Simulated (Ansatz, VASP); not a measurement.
One calculation of AlAs, two programs

```xyz
2
Lattice="0.0000 2.8372 2.8372 2.8372 0.0000 2.8372 2.8372 2.8372 0.0000" Properties=species:S:1:pos:R:3 pbc="T T T"
Al    0.0000    0.0000    0.0000
As    1.4186    1.4186    1.4186
```

Alike in both runs: functional PBEsol; k mesh 8 × 8 × 8; occupations gaussian, width 0.02 eV; no spin polarisation.

Ansatz relaxed the structure, and its values are those at the end. VASP's run is a single point on that final structure, the one shown.

```csv
,VASP,Ansatz
version,VASP 6.6.1,Ansatz 0.2.0
potentials or method,"VASP PAW PBE potentials, release 64 (Al, As), cutoff 500 eV","scalar-relativistic, plane waves, PAW"
valence electrons in the cell,8,18
```

```csv
,VASP,Ansatz,Ansatz less VASP
gap on the k mesh at the Fermi level (eV),1.33,1.34,+0.012
least direct gap on the mesh (eV),1.92,1.91,-0.014
pressure (GPa),0.3,0.0,-0.28
```

VASP's potentials were made for PBE, not for PBEsol, and Ansatz warns of the same on its side. VASP's potentials hold 8 valence electrons a cell and Ansatz's 18, so a difference there can come from the potentials and not from the codes.
